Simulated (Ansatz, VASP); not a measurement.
**One calculation of CaSb3, two programs**

```
Ca Sb
1.0
     6.30771    0.00000    0.00000
    -3.15386    5.46264    0.00000
     0.00000    0.00000    3.34441
Ca Sb
1 3
Direct
  0.00000 0.00000 0.00000
  0.50000 0.00000 0.50000
  0.00000 0.50000 0.50000
  0.50000 0.50000 0.50000
```

Alike in both runs: functional PBE; k mesh 3 × 3 × 6; occupations gaussian, width 0.1 eV; no spin polarisation.

Ansatz relaxed the structure, and its values are those at the end. VASP's run is a single point on that final structure, the one shown.

|  | VASP | Ansatz |
| --- | --- | --- |
| version | VASP 6.6.1 | Ansatz 0.2.0 |
| potentials or method | VASP PAW PBE potentials, release 64 (Ca_sv, Sb), cutoff 520 eV | scalar-relativistic, plane waves, PAW |
| valence electrons in the cell | 25 | 55 |

Ansatz gave:

- gap on the k mesh at the Fermi level (eV): none
- pressure (GPa): -0.1

Q: What did VASP give for the same quantities?

A: gap on the k mesh at the Fermi level (eV): none; pressure (GPa): 0.0.

A gap of «none» marks a metal or a gap that the smearing closes. VASP's potentials hold 25 valence electrons a cell and Ansatz's 55, so a difference there can come from the potentials and not from the codes.

The k mesh is coarse, so the values compare programs but aren't converged. Spin-orbit coupling is off throughout.
